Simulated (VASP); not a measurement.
Au: electric field gradients with PBEsol

Crystal: Au.

```
CELL_PARAMETERS angstrom
2.86080 0.00000 0.00000
-1.43040 2.47753 0.00000
0.00000 0.00000 4.81405
ATOMIC_POSITIONS crystal
Au 0.33333 0.66667 0.75000
Au 0.66667 0.33333 0.25000
```

This cell differs from its parent crystal: volume scaled by 0.96.

```json
{
 "Program": "VASP 6.6.1",
 "Task": "electric field gradients",
 "Functional": "PBEsol",
 "Potentials or basis": "VASP PAW PBE potentials, release 64 (Au)",
 "Cutoff": "520 eV",
 "k mesh": "14 × 14 × 8",
 "Occupations": "fermi-dirac, width 0.03 eV",
 "Spin": "no spin polarisation",
 "Dipole correction": "no",
 "Further INCAR settings": "ALGO = Normal; EDIFF = 1e-08; NBANDS = 18"
}
```

```json
{
 "Pressure": "-0.6 GPa",
 "Band gap on the k mesh": "zero (band 11 reaches 13.15 eV, above the bottom of band 12 at 6.62 eV)"
}
```

Stress tensor (GPa, compression positive):
```
-0.26  0.00  0.00
 0.00 -0.26  0.00
 0.00  0.00 -1.14
```

Levels at points of the mesh, in eV from the Fermi level:
```csv
k point,band 9,band 10,band 11,band 12,band 13,band 14
"(0.00, 0.00, 0.00)",-3.52,-2.16,-2.16,-1.21,2.65,14.58
"(0.50, 0.00, 0.00)",-1.83,-1.65,0.37,1.59,5.72,7.25
"(0.00, 0.00, 0.50)",-2.62,-2.62,-2.62,-2.62,10.56,10.56
"(0.50, 0.00, 0.50)",-1.72,-1.72,0.43,0.43,3.97,3.97
```

Electric field gradients, principal values (V/Å²):
| atom | least | middle | greatest (by size) |
| --- | --- | --- | --- |
| 1 Au | -14.253 | -14.254 | 28.506 |
| 2 Au | -14.253 | -14.254 | 28.506 |

Wall time 34 s on 1 thread of AMD EPYC 9R45 96-Core Processor (Zen 5), with other jobs on the host, peak memory 0.17 GiB.

Caveat: without QUAD_EFG the Cq values of the log hold for a quadrupole moment of 1 mb, not for the nuclei; the PAW data sets were made with another functional, which shifts forces and pressure a little; spin-orbit coupling is left out, which moves the levels of the heavy elements.
